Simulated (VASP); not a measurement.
BeTe:

```
CELL_PARAMETERS angstrom
0.00000 2.77000 2.77000
2.77000 0.00000 2.77000
2.77000 2.77000 0.00000
ATOMIC_POSITIONS crystal
Be 0.00000 0.00000 0.00000
Te 0.75000 0.75000 0.75000
```

Base run:

```yaml
Program: VASP 6.6.1
Functional: PBEsol
Potentials_or_basis: VASP PAW PBE potentials, release 64 (Be, Te)
Cutoff: 600 eV
k_mesh: 8 × 8 × 8
Occupations: gaussian, width 0.05 eV
Spin: no spin polarisation
```

Its results: band gap on the k mesh 1.73 eV, indirect (least direct gap 3.55 eV); pressure 2.5 GPa.

Task: The run is repeated on the same cell with these changes: functional from PBEsol to PBE; dispersion from none to D3(BJ). What comes out?

Result: Band gap on the k mesh 1.85 eV, indirect (least direct gap 3.56 eV); pressure 1.6 GPa.

Several settings changed at once, so the effect can't be laid on one alone.

Caveats: spin-orbit coupling is left out, which moves the levels of the heavy elements; the PAW data sets were made with another functional, which shifts forces and pressure a little (some runs).

A k mesh can miss the band edges.
